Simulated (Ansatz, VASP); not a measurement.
**Mg2Te3O: VASP beside Ansatz**

```xyz
6
Lattice="3.0890 0.0000 0.0000 0.0000 3.0890 0.0000 0.0000 0.0000 15.4875" Properties=species:S:1:pos:R:3 pbc="T T T"
Mg    0.0000    0.0000    1.6600
Mg    1.5445    1.5445    7.3618
Te    0.0000    0.0000    9.5558
Te    0.0000    0.0000    5.1444
Te    1.5445    1.5445   13.2991
O     1.5445    1.5445    1.6976
```

Change from the starting cell: species swapped into the Dy2CuAg3 type (P4mm, No. 99).

Alike in both runs: functional PBE; k mesh 12 × 12 × 4; occupations gaussian, width 0.1 eV; no spin polarisation.

Ansatz relaxed the structure, and its values are those at the end. VASP's run is a single point on that final structure, the one shown.

```csv
,VASP,Ansatz
version,VASP 6.6.1,Ansatz 0.2.0
potentials or method,"VASP PAW PBE potentials, release 64 (Mg, Te, O), cutoff 520 eV","scalar-relativistic, plane waves, PAW"
valence electrons in the cell,28,74
```

Ansatz gave:

- gap on the k mesh at the Fermi level (eV): none
- pressure (GPa): 0.0

Problem. Which values does VASP return?

Solution. gap on the k mesh at the Fermi level (eV): none; pressure (GPa): -0.1.

A gap of «none» marks a metal or a gap that the smearing closes. VASP's potentials hold 28 valence electrons a cell and Ansatz's 74, so a difference there can come from the potentials and not from the codes.

Neither program's run includes spin-orbit coupling.
